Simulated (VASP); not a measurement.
# Ge3N4 (P6_3/m) in VASP: single point with PBEsol

Aim: the single point of Ge3N4 with PBEsol.

All numbers are computed with VASP 6.6.1; they aren't measurements. Logs are shortened: lines on timing, memory, paths and dates and some standing lists are left out, and cuts for length are marked.

## Step 1: The cell of the first run

It takes space group P6_3/m (No. 176, hexagonal). The conventional cell has a = 8.057 Å, b = 8.057 Å, c = 3.085 Å, α = 90.00°, β = 90.00°, γ = 120.00°. Ge (site symmetry m) has 4 N at 1.83 to 1.85 Å within 2.4 Å. Within 2.4 Å of N (site symmetry -6) lie 3 Ge at 1.83 Å. Within 2.4 Å of N (site symmetry m) lie 3 Ge at 1.84 to 1.85 Å.

## Step 2: Single point, PBEsol

Contents of INCAR:

```
SYSTEM = Ge3N4
PREC = Accurate ; ENCUT = 600
EDIFF = 1E-6 ; ISMEAR = 0
SIGMA = 0.02 ; LREAL = .FALSE.
LASPH = .TRUE. ; NELM = 120
ALGO = Normal ; ISIF = 2
LWAVE = .FALSE. ; LCHARG = .FALSE.
GGA = PS ; NBANDS = 75
GGA_COMPAT = .FALSE.
```

Contents of KPOINTS:

```
regular mesh
0
G
  6 6 10
  0 0 0
```

Contents of POSCAR:

```
Ge3N4
1.0
    8.0565989699      0.0000000000      0.0000000000
   -4.0282994849      6.9772193760      0.0000000000
    0.0000000000      0.0000000000      3.0846666506
Ge N
6 8
Direct
    0.8305866636      0.2371824840      0.7500000000
    0.5934041796      0.8305866636      0.2500000000
    0.2371824840      0.4065958204      0.2500000000
    0.7628175160      0.5934041796      0.7500000000
    0.4065958204      0.1694133364      0.7500000000
    0.1694133364      0.7628175160      0.2500000000
    0.6666666667      0.3333333333      0.7500000000
    0.3333333333      0.6666666667      0.2500000000
    0.6696234669      0.9742222283      0.7500000000
    0.6954012386      0.6696234669      0.2500000000
    0.9742222283      0.3045987614      0.2500000000
    0.0257777717      0.6954012386      0.7500000000
    0.3303765331      0.0257777717      0.2500000000
    0.3045987614      0.3303765331      0.7500000000
```

Potentials or basis: VASP PAW PBE potentials, release 64 (Ge_d, N).

The run is started by

```console
> cat potpaw_PBE.64/Ge_d/POTCAR potpaw_PBE.64/N/POTCAR > POTCAR
> mpirun -np 1 vasp_std > vasp.out
```

OUTCAR:

```text
SYSTEM = Ge3N4
   PREC = Accurate
   ENCUT = 600
   EDIFF = 1E-6
   ISMEAR = 0
   LREAL = .FALSE.
   LASPH = .TRUE.
   NELM = 120
   ISIF = 2
   GGA = PS

 ion  position               nearest neighbor table
   1  0.831  0.237  0.750-   7 1.83  11 1.84  11 1.84   9 1.85
   2  0.593  0.831  0.250-   8 1.83   9 1.84   9 1.84  10 1.85
   3  0.237  0.407  0.250-   8 1.83  14 1.84  14 1.84  11 1.85
   4  0.763  0.593  0.750-   7 1.83  10 1.84  10 1.84  12 1.85
   5  0.407  0.169  0.750-   7 1.83  13 1.84  13 1.84  14 1.85
   6  0.169  0.763  0.250-   8 1.83  12 1.84  12 1.84  13 1.85
   7  0.667  0.333  0.750-   1 1.83   5 1.83   4 1.83
   8  0.333  0.667  0.250-   6 1.83   2 1.83   3 1.83
   9  0.670  0.974  0.750-   2 1.84   2 1.84   1 1.85
  10  0.695  0.670  0.250-   4 1.84   4 1.84   2 1.85
  11  0.974  0.305  0.250-   1 1.84   1 1.84   3 1.85
  12  0.026  0.695  0.750-   6 1.84   6 1.84   4 1.85
  13  0.330  0.026  0.250-   5 1.84   5 1.84   6 1.85
  14  0.305  0.330  0.750-   3 1.84   3 1.84   5 1.85

  LATTYP: Found a hexagonal cell.
 ALAT       =     8.0565989699
 C/A-ratio  =     0.3828745432

  Lattice vectors:

 A1 = (   8.0565989699,   0.0000000000,   0.0000000000)
 A2 = (  -4.0282994849,   6.9772193760,   0.0000000000)
 A3 = (   0.0000000000,   0.0000000000,   3.0846666506)

Analysis of symmetry for initial positions (statically):
=====================================================================
 Subroutine PRICEL returns:
 Original cell was already a primitive cell.

 Routine SETGRP: Setting up the symmetry group for a
 hexagonal supercell.

 Subroutine GETGRP returns: Found 12 space group operations
 (whereof  6 operations were pure point group operations)
 out of a pool of 24 trial point group operations.

The static configuration has the point symmetry S_6 .
 The point group associated with its full space group is C_6h.

Analysis of symmetry for dynamics (positions and initial velocities):
=====================================================================
 Subroutine PRICEL returns:
 Original cell was already a primitive cell.

 Routine SETGRP: Setting up the symmetry group for a
 hexagonal supercell.

 Subroutine GETGRP returns: Found 12 space group operations
 (whereof  6 operations were pure point group operations)
 out of a pool of 24 trial point group operations.

The dynamic configuration has the point symmetry S_6 .
 The point group associated with its full space group is C_6h.

 Subroutine INISYM returns: Found 12 space group operations
 (whereof  6 operations are pure point group operations),
 and found     1 'primitive' translations

[... 135 lines left out ...]
   IALGO  =     38    algorithm
   IMIX   =      4    mixing-type and parameters
     AMIX     =   0.40;   BMIX     =  1.00
     AMIX_MAG =   1.60;   BMIX_MAG =  1.00
  volume/ion in A,a.u.               =      12.39        83.58
  Fermi-wavevector in a.u.,A,eV,Ry     =   1.463978  2.766518 29.160443  2.143232
  Thomas-Fermi vector in A             =   2.580009
   LORBIT       =      0    0 simple, 1 ext, 2 COOP (PROOUT), +10 PAW based schemes
   GGA     = PS    functional components
   LHFCALC =     F    Hartree Fock is set to
   AEXX    =    0.0000 exact exchange contribution
   IVDW    =     0    specifies the selected vdW correction
   LEPSILON=     F    determine dielectric tensor
   LRPA    =     F    only Hartree local field effects (RPA)
 non-spin polarized calculation
 Gauss-broadening in eV      SIGMA  =   0.02
  energy-cutoff  :      600.00
  volume of cell :      173.40
 maximum number of plane-waves:      5839
   NGX = 33   NGY = 33   NGZ = 13

 number of electron     123.9999997 magnetization

 Free energy of the ion-electron system (eV)
  ---------------------------------------------------
  ext. energy  EPLUGINS =         0.00000000
  ---------------------------------------------------
  free energy    TOTEN  =      -100.80231010 eV

  energy without entropy =     -100.80231010  energy(sigma->0) =     -100.80231010

 E-fermi :   5.0891     XC(G=0): -11.0832

 val. band max:        4.9649483754   @ k =   0.0000   0.0000   0.0000
 cond. band min:       7.0704676781   @ k =   0.0000   0.0000   0.0000
 fundamental gap:      2.1055193028
 Fermi energy:         5.0890897016

 k-point     1 :       0.0000    0.0000    0.0000
  band No.  band energies     occupation
      1     -19.4743      2.00000
      2     -19.4462      2.00000
      3     -19.4462      2.00000
      4     -19.4449      2.00000
      5     -19.4051      2.00000
      6     -19.4051      2.00000
[... 1837 lines left out ...]
     73      11.8370      0.00000
     74      11.8370      0.00000

 [... further k-points ...]

 [bands above 74 left out]

------------------------ aborting loop because EDIFF is reached ----------------------------------------

  FORCE on cell =-STRESS in cart. coord.  units (eV):
  Direction    XX          YY          ZZ          XY          YZ          ZX
  --------------------------------------------------------------------------------------
  -------------------------------------------------------------------------------------
  Total       -0.6391073     -0.6391073     -0.7123320     -0.0000012      0.0000000      0.0000000
  in kB       -5.9053000     -5.9053000     -6.5818906     -0.0000110      0.0000000      0.0000000
  external PRESSURE =      -6.1308302 kB  Pullay stress =       0.0000000 kB

 VOLUME and BASIS-vectors are now :
 -----------------------------------------------------------------------------
  energy-cutoff  :      600.00
  volume of cell :      173.40
      direct lattice vectors                 reciprocal lattice vectors
     8.056598970  0.000000000  0.000000000     0.124121854  0.071661786  0.000000000
    -4.028299485  6.977219376  0.000000000     0.000000000  0.143323571  0.000000000
     0.000000000  0.000000000  3.084666651     0.000000000  0.000000000  0.324184138

 POSITION                                       TOTAL-FORCE (eV/Angst)
 -----------------------------------------------------------------------------------
      5.73626      1.65487      2.31350        -0.006898     -0.000674     -0.000000
      1.43497      5.79519      0.77117        -0.002865     -0.006311     -0.000000
      0.27299      2.83691      0.77117        -0.004033      0.005637     -0.000000
      3.75531      4.14031      2.31350         0.004033     -0.005637     -0.000000
      2.59333      1.18203      2.31350         0.002865      0.006311     -0.000000
     -1.70796      5.32235      0.77117         0.006898      0.000674     -0.000000
      4.02830      2.32574      2.31350        -0.000000      0.000000      0.000000
     -0.00000      4.65148      0.77117         0.000000      0.000000      0.000000
      1.47043      6.79736      2.31350         0.005532     -0.004338      0.000000
      2.90513      4.67211      0.77117         0.006523      0.002622     -0.000000
      6.62190      2.12525      0.77117        -0.000991     -0.006960     -0.000000
     -2.59360      4.85197      2.31350         0.000991      0.006960     -0.000000
      2.55787      0.17986      0.77117        -0.005532      0.004338     -0.000000
      1.12317      2.30511      2.31350        -0.006523     -0.002622      0.000000
 -----------------------------------------------------------------------------------
    total drift:                                0.000000      0.000000      0.000000

  FREE ENERGIE OF THE ION-ELECTRON SYSTEM (eV)
  ---------------------------------------------------
  free  energy   TOTEN  =      -100.8023101020 eV

  energy  without entropy=     -100.8023101020  energy(sigma->0) =     -100.80231010
```

Wall time 12 min (1 thread of Intel Xeon Platinum 8559C (Emerald Rapids), shared host); peak memory 0.67 GiB.

Results:

```
Free energy            : -100.8023 eV
Pressure               : -0.6 GPa
Largest force          : 0.007 eV/Å
Band gap on the k mesh : 2.11 eV
```

Forces on the atoms (eV/Å):
```
Ge  -0.007 -0.001  0.000
Ge  -0.003 -0.006  0.000
Ge  -0.004  0.006  0.000
Ge   0.004 -0.006  0.000
Ge   0.003  0.006  0.000
Ge   0.007  0.001  0.000
N    0.000  0.000  0.000
N    0.000  0.000  0.000
N    0.006 -0.004  0.000
N    0.007  0.003  0.000
N   -0.001 -0.007  0.000
N    0.001  0.007  0.000
N   -0.006  0.004  0.000
N   -0.007 -0.003  0.000
```

Levels at points of the mesh, in eV from the valence-band top:
```
           k point  band 60  band 61  band 62  band 63  band 64  band 65
(0.00, 0.00, 0.00)    -0.44    -0.24     0.00     2.11     3.40     3.40
(0.50, 0.00, 0.00)    -0.51    -0.12    -0.05     3.16     3.41     3.79
(0.00, 0.00, 0.50)    -1.22    -1.22    -1.22     4.23     4.23     4.23
(0.50, 0.00, 0.50)    -1.15    -0.90    -0.90     3.80     3.80     4.94
```

Caveat: the PAW data sets were made with another functional, which shifts forces and pressure a little. A k mesh can miss the band edges.
